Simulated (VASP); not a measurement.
# Sr3B2 (P6/mmm) in VASP: single point with PBE

Aim: the single point of Sr3B2 with PBE.

All numbers are computed with VASP 6.6.1; they aren't measurements. Logs are shortened: lines on timing, memory, paths and dates and some standing lists are left out, and cuts for length are marked.

**1. The cell of the first run**

Symmetry: P6/mmm, No. 191, hexagonal system. The conventional cell has a = 5.404 Å, b = 5.404 Å, c = 5.610 Å, α = 90.00°, β = 90.00°, γ = 120.00°. Sr (site symmetry -6m2) has 2 B at 2.80 Å and 3 Sr at 3.12 Å within 3.7 Å. Within 4.2 Å of Sr (site symmetry 6/mmm) lie 6 B at 3.12 Å and 12 Sr at 4.20 Å. Within 3.7 Å of B (site symmetry -6m2) lie 5 Sr at 2.80 to 3.12 Å and 3 B at 3.12 Å.

**2. Single point, PBE**

INCAR reads:

```
SYSTEM = Sr3B2
PREC = Accurate
ENCUT = 520
EDIFF = 1E-7
ISMEAR = 0
SIGMA = 0.2
LREAL = .FALSE.
LASPH = .TRUE.
NELM = 60
ALGO = Fast
ISIF = 2
LWAVE = .FALSE.
LCHARG = .FALSE.
GGA = PE
NBANDS = 47
```

KPOINTS reads:

```
Automatic mesh
0
G
  4 4 4
  0 0 0
```

POSCAR reads:

```
Sr3B2
1.0
   -2.7019561903      4.6799254013      0.0000000000
    0.0000000000      0.0000000000      5.6099927000
    8.1058685708      4.6799254014      0.0000000000
Sr B
6 4
Direct
    0.5000000000      0.0000000000      0.1666666667
    1.0000000000      0.0000000000      0.6666666667
    1.0000000000      0.0000000000      0.3333333333
    0.5000000000      0.0000000000      0.8333333333
    0.5000000000      0.5000000000      0.5000000000
    0.0000000000      0.5000000000      0.0000000000
    0.5000000000      0.5000000000      0.1666666667
    1.0000000000      0.5000000000      0.6666666667
    1.0000000000      0.5000000000      0.3333333333
    0.5000000000      0.5000000000      0.8333333333
```

Potentials or basis: VASP PAW PBE potentials, release 64 (Sr_sv, B).

Run with:

```sh
$ cat potpaw_PBE.64/Sr_sv/POTCAR potpaw_PBE.64/B/POTCAR > POTCAR
$ mpirun -np 1 vasp_std > vasp.out
```

OUTCAR:

```text
SYSTEM = Sr3B2
   PREC = Accurate
   ENCUT = 520
   EDIFF = 1E-7
   ISMEAR = 0
   LREAL = .FALSE.
   LASPH = .TRUE.
   NELM = 60
   ISIF = 2
   GGA = PE

 ion  position               nearest neighbor table
   1  0.500  0.000  0.167-   7 2.80   7 2.80   3 3.12   3 3.12   4 3.12   5 4.20   5 4.20   6 4.20
                             6 4.20   6 4.20   6 4.20
   2  0.000  0.000  0.667-   8 2.80   8 2.80   4 3.12   4 3.12   3 3.12   6 4.20   6 4.20   5 4.20
                             5 4.20   5 4.20   5 4.20
   3  0.000  0.000  0.333-   9 2.80   9 2.80   1 3.12   1 3.12   2 3.12   6 4.20   6 4.20   5 4.20
                             5 4.20   5 4.20   5 4.20
   4  0.500  0.000  0.833-  10 2.80  10 2.80   2 3.12   2 3.12   1 3.12   5 4.20   5 4.20   6 4.20
                             6 4.20   6 4.20   6 4.20
   5  0.500  0.500  0.500-   7 3.12  10 3.12   8 3.12   9 3.12   8 3.12   9 3.12   1 4.20   4 4.20
                             1 4.20   4 4.20   3 4.20   2 4.20   2 4.20   3 4.20   3 4.20   2 4.20
   6  0.000  0.500  0.000-   8 3.12   9 3.12   7 3.12  10 3.12   7 3.12  10 3.12   2 4.20   3 4.20
                             2 4.20   3 4.20   4 4.20   1 4.20   1 4.20   4 4.20   4 4.20   1 4.20
   7  0.500  0.500  0.167-   1 2.80   1 2.80   5 3.12   6 3.12   6 3.12
   8  0.000  0.500  0.667-   2 2.80   2 2.80   6 3.12   5 3.12   5 3.12
   9  0.000  0.500  0.333-   3 2.80   3 2.80   6 3.12   5 3.12   5 3.12
  10  0.500  0.500  0.833-   4 2.80   4 2.80   5 3.12   6 3.12   6 3.12

  LATTYP: Found a simple orthorhombic cell.
 ALAT       =     5.4039123805
 B/A-ratio  =     1.0381353925
 C/A-ratio  =     1.7320508076

  Lattice vectors:

 A1 = (  -2.7019561903,   4.6799254013,   0.0000000000)
 A2 = (   0.0000000000,   0.0000000000,   5.6099927000)
 A3 = (   8.1058685708,   4.6799254014,   0.0000000000)

Analysis of symmetry for initial positions (statically):
=====================================================================
 Subroutine PRICEL returns following result:

  LATTYP: Found a hexagonal cell.
 ALAT       =     5.4039123805
 C/A-ratio  =     1.0381353925

  Lattice vectors:

 A1 = (   2.7019561902,   4.6799254014,   0.0000000000)
 A2 = (  -5.4039123806,  -0.0000000000,   0.0000000000)
 A3 = (   0.0000000000,   0.0000000000,   5.6099927000)

   2 primitive cells build up your supercell.

 Routine SETGRP: Setting up the symmetry group for a
 simple orthorhombic supercell.

 Subroutine GETGRP returns: Found  8 space group operations
 (whereof  8 operations were pure point group operations)
 out of a pool of  8 trial point group operations.

The static configuration has the point symmetry D_2h.

Analysis of symmetry for dynamics (positions and initial velocities):
[... 140 lines left out ...]
   NUPDOWN=      -1.0000    fix difference up-down
   EMIN   =  10.00;   EMAX   =-10.00  energy-range for DOS
   EFERMI =   0.00;   METHOD = LEGACY
   ISMEAR =     0;   SIGMA  =   0.20  broadening in eV -4-tet -1-fermi 0-gaus
   EFERMI_NEDOS =   21; number of points for ismear=-14 and -15
   IALGO  =     68    algorithm
   IMIX   =      4    mixing-type and parameters
     AMIX     =   0.40;   BMIX     =  1.00
     AMIX_MAG =   1.60;   BMIX_MAG =  1.00
  volume/ion in A,a.u.               =      28.38       191.49
  Fermi-wavevector in a.u.,A,eV,Ry     =   1.036428  1.958565 14.615148  1.074183
  Thomas-Fermi vector in A             =   2.170818
   LORBIT       =      0    0 simple, 1 ext, 2 COOP (PROOUT), +10 PAW based schemes
   GGA     = PE    functional components
   LHFCALC =     F    Hartree Fock is set to
   AEXX    =    0.0000 exact exchange contribution
   IVDW    =     0    specifies the selected vdW correction
   LEPSILON=     F    determine dielectric tensor
   LRPA    =     F    only Hartree local field effects (RPA)
 non-spin polarized calculation
 RMM-DIIS sequential band-by-band and
 Gauss-broadening in eV      SIGMA  =   0.20
  energy-cutoff  :      520.00
  volume of cell :      283.75
 maximum number of plane-waves:      7672
   NGX = 21   NGY = 21   NGZ = 35

 number of electron      71.9999997 magnetization

 Free energy of the ion-electron system (eV)
  ---------------------------------------------------
  ext. energy  EPLUGINS =         0.00000000
  ---------------------------------------------------
  free energy    TOTEN  =       -24.54296725 eV

  energy without entropy =      -24.46706833  energy(sigma->0) =      -24.50501779

 E-fermi :   2.3700     XC(G=0):  -8.6823

 val. band max:        2.2714635931   @ k =   0.2500   0.5000   0.0000
 cond. band min:       2.4023662371   @ k =   0.0000   0.0000   0.2500
 fundamental gap:      0.1309026441
 Fermi energy:         2.3699836669

 k-point     1 :       0.0000    0.0000    0.0000
  band No.  band energies     occupation
      1     -33.8314      2.00000
      2     -33.7352      2.00000
      3     -33.6373      2.00000
      4     -33.5372      2.00000
      5     -32.9094      2.00000
      6     -32.9092      2.00000
[... 1189 lines left out ...]
     46       4.4970      0.00000
     47       4.5419      0.00000

 [... further k-points ...]

------------------------ aborting loop because EDIFF is reached ----------------------------------------

  FORCE on cell =-STRESS in cart. coord.  units (eV):
  Direction    XX          YY          ZZ          XY          YZ          ZX
  --------------------------------------------------------------------------------------
  -------------------------------------------------------------------------------------
  Total        0.1913264     -0.0368587      0.1121305      0.1976141      0.0000000      0.0000000
  in kB        1.0803039     -0.2081189      0.6331330      1.1158068      0.0000000      0.0000000
  external PRESSURE =       0.5017727 kB  Pullay stress =       0.0000000 kB

 VOLUME and BASIS-vectors are now :
 -----------------------------------------------------------------------------
  energy-cutoff  :      520.00
  volume of cell :      283.75
      direct lattice vectors                 reciprocal lattice vectors
    -2.701956190  4.679925401  0.000000000    -0.092525556  0.160258965  0.000000000
     0.000000000  0.000000000  5.609992700     0.000000000  0.000000000  0.178253351
     8.105868571  4.679925401  0.000000000     0.092525556  0.053419655  0.000000000

 POSITION                                       TOTAL-FORCE (eV/Angst)
 -----------------------------------------------------------------------------------
      0.00000      3.11995      0.00000        -0.000878     -0.000507      0.000000
      5.40391      3.11995      0.00000        -0.000878     -0.000507      0.000000
      2.70196      1.55998      0.00000         0.000878      0.000507      0.000000
      5.40391      6.23990      0.00000         0.000878      0.000507      0.000000
      2.70196      4.67993      2.80500         0.000000      0.000000      0.000000
      0.00000      0.00000      2.80500         0.000000      0.000000      0.000000
      0.00000      3.11995      2.80500        -0.015932     -0.009198     -0.000000
      5.40391      3.11995      2.80500        -0.015932     -0.009198     -0.000000
      2.70196      1.55998      2.80500         0.015932      0.009198     -0.000000
      5.40391      6.23990      2.80500         0.015932      0.009198     -0.000000
 -----------------------------------------------------------------------------------
    total drift:                                0.000000      0.000000      0.000000

  FREE ENERGIE OF THE ION-ELECTRON SYSTEM (eV)
  ---------------------------------------------------
  free  energy   TOTEN  =       -24.5429672462 eV

  energy  without entropy=      -24.4670683296  energy(sigma->0) =      -24.50501779
```

Wall time 12 min (1 thread of AMD EPYC 7R13 (Zen 3), shared host); peak memory 0.47 GiB.

What came out:

```
Free energy            : -24.5430 eV
Pressure               : 0.1 GPa
Largest force          : 0.018 eV/Å
Band gap on the k mesh : zero (bands 36 and 37 overlap by 0.61 eV)
```

Forces on the atoms (eV/Å):
```
Sr  -0.001 -0.001  0.000
Sr  -0.001 -0.001  0.000
Sr   0.001  0.001  0.000
Sr   0.001  0.001  0.000
Sr   0.000  0.000  0.000
Sr   0.000  0.000  0.000
B   -0.016 -0.009  0.000
B   -0.016 -0.009  0.000
B    0.016  0.009  0.000
B    0.016  0.009  0.000
```

Stress tensor (GPa, compression positive):
```
 0.11  0.11  0.00
 0.11 -0.02  0.00
 0.00  0.00  0.06
```

The gap in the log of VASP goes by the Fermi energy; the results here count the filled bands.